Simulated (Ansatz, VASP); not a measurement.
**TaH2Br3 in VASP and in Ansatz**

```
CELL_PARAMETERS angstrom
4.83127 0.00000 0.00000
-2.41564 4.18400 0.00000
0.00000 0.00000 7.62953
ATOMIC_POSITIONS crystal
Ta 0.00000 0.00000 0.00000
H 0.66667 0.33333 0.75259
H 0.33333 0.66667 0.24741
Br 0.66667 0.33333 0.35094
Br 0.33333 0.66667 0.64906
Br 0.00000 0.00000 0.50000
```

Change from the starting cell: species swapped into the Li3YBi2 type (P-3m1, No. 164).

Alike in both runs: task single point; functional PBE; k mesh 6 × 6 × 2; occupations gaussian, width 0.1 eV; no spin polarisation.

```csv
,VASP,Ansatz
version,VASP 6.6.1,Ansatz 0.2.0
potentials or method,"VASP PAW PBE potentials, release 64 (Ta_pv, H, Br), cutoff 520 eV","scalar-relativistic, plane waves, PAW"
valence electrons in the cell,34,36
```

```tsv
	VASP	Ansatz	Ansatz less VASP
gap on the k mesh at the Fermi level (eV)	none	none	-
pressure (GPa)	-6.1	-6.1	+0.02
traceless stress, the component that is largest in VASP (GPa)	-3.18	-3.19	-0.013
rms of the force components (eV/Å)	0.566	0.567	+0.0012
```

Atom by atom the forces differ by 0.001 eV/Å (rms over components). A gap of «none» marks a metal or a gap that the smearing closes. The functional is the same, so the differences come from potentials, cutoffs and numerics. VASP's potentials hold 34 valence electrons a cell and Ansatz's 36, so a difference there can come from the potentials and not from the codes.

The k mesh is coarse, so the values compare programs but aren't converged. Spin-orbit coupling is off throughout.
